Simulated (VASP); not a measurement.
Input of a VASP 6.6.1 run:

POSCAR

```
WC
1.0
   -0.0073089467      2.1890295267      2.1890295267
    2.1890295267     -0.0073089467      2.1890295267
    2.1890295267      2.1890295267     -0.0073089467
W C
1 1
Direct
    0.0000000000      0.0000000000      0.0000000000
    0.5000000000      0.5000000000      0.5000000000
```

Contents of INCAR.step1:

```
PREC     = Accurate       # precision mode
ENCUT    = 910            # plane-wave cutoff, eV
ISMEAR   = -1             # smearing method
SIGMA    = 0.1            # smearing width, eV
LREAL    = F              # projectors in reciprocal space
LASPH    = T              # aspherical terms in the spheres
NELM     = 120            # most SCF steps
NBANDS   = 16             # bands
GGA      = PE             # functional
ALGO     = Normal         # electronic algorithm
EDIFF    = 1E-5           # SCF threshold, eV
LWAVE    = T              # write WAVECAR
LCHARG   = F              # write CHGCAR
GGA_COMPAT= F
```

Contents of INCAR.step2:

```
PREC     = Accurate       # precision mode
ENCUT    = 910            # plane-wave cutoff, eV
EDIFF    = 1E-6           # SCF threshold, eV
ISMEAR   = -1             # smearing method
SIGMA    = 0.1            # smearing width, eV
LREAL    = F              # projectors in reciprocal space
LASPH    = T              # aspherical terms in the spheres
NELM     = 120            # most SCF steps
ALGO     = Normal         # electronic algorithm
ISIF     = 2              # what is computed and relaxed
LWAVE    = F              # write WAVECAR
LCHARG   = F              # write CHGCAR
METAGGA  = R2SCAN         # meta-GGA
LMIXTAU  = T            
NBANDS   = 16             # bands
ISTART   = 1            
GGA_COMPAT= F
```

The input KPOINTS:

```
regular mesh
0
Gamma
  14 14 14
```

Potentials or basis: VASP PAW PBE potentials, release 64 (W_sv, C_h).

Command:

```sh
$ cat potpaw_PBE.64/W_sv/POTCAR potpaw_PBE.64/C_h/POTCAR > POTCAR
$ cp INCAR.step1 INCAR
$ mpirun -np 1 vasp_std > vasp.out
$ cp INCAR.step2 INCAR
$ mpirun -np 1 vasp_std > vasp.out
```

(1) Estimate the pressure.

(2) Predict the band gap on the k mesh.

## Answers

(1) -3.6 GPa.

(2) zero (bands 9 and 10 overlap by 3.32 eV).

Caveat: the cutoff is under 1.25 times the usual one of these potentials, so pressure, stress and relaxed cells hold a basis-set (Pulay) error; the cell stands under tension; the PAW data sets were made with another functional, which shifts forces and pressure a little; spin-orbit coupling is left out, which moves the levels of the heavy elements.
